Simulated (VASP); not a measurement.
Here is a VASP 6.6.1 calculation.

The input POSCAR:

```
Ru
1.0
    4.1017972914      0.0000000000      0.0000000000
   -2.0508986457      3.5522606555      0.0000000000
    0.0000000000      0.0000000000      4.7948581879
Ru
4
Direct
    0.0000000000      0.0000000000      0.2500000000
    0.0000000000      0.0000000000      0.7500000000
    0.3333333333      0.6666666667      0.7500000000
    0.6666666667      0.3333333333      0.2500000000
```

The input INCAR.step1:

```
PREC = Accurate
ENCUT = 520
ISMEAR = 0
SIGMA = 0.1
LREAL = False
LASPH = True
NELM = 60
NBANDS = 36
GGA = PE
ALGO = Normal
EDIFF = 1E-4
LWAVE = True
LCHARG = False
```

Contents of INCAR.step2:

```
PREC = Accurate
ENCUT = 520
EDIFF = 1E-7
ISMEAR = 0
SIGMA = 0.1
LREAL = False
LASPH = True
NELM = 60
ALGO = Normal
ISIF = 2
LWAVE = False
LCHARG = False
METAGGA = R2SCAN
LMIXTAU = True
NBANDS = 36
ISTART = 1
```

File KPOINTS:

```
Automatic mesh
0
Gamma
  6 6 2
```

Potentials or basis: VASP PAW PBE potentials, release 64 (Ru_pv).

Command:

```sh
$ cat potpaw_PBE.64/Ru_pv/POTCAR > POTCAR
$ cp INCAR.step1 INCAR
$ mpirun -np 1 vasp_std > vasp.out
$ cp INCAR.step2 INCAR
$ mpirun -np 1 vasp_std > vasp.out
```

(1) Predict the pressure.

(2) Estimate the band gap on the k mesh.

Answers

(1) 1.0 GPa.

(2) zero (band 28 reaches 9.71 eV, above the bottom of band 29 at 8.70 eV).

Caveat: the k points lie up to 0.66 Å⁻¹ apart; the PAW data sets were made with another functional, which shifts forces and pressure a little.
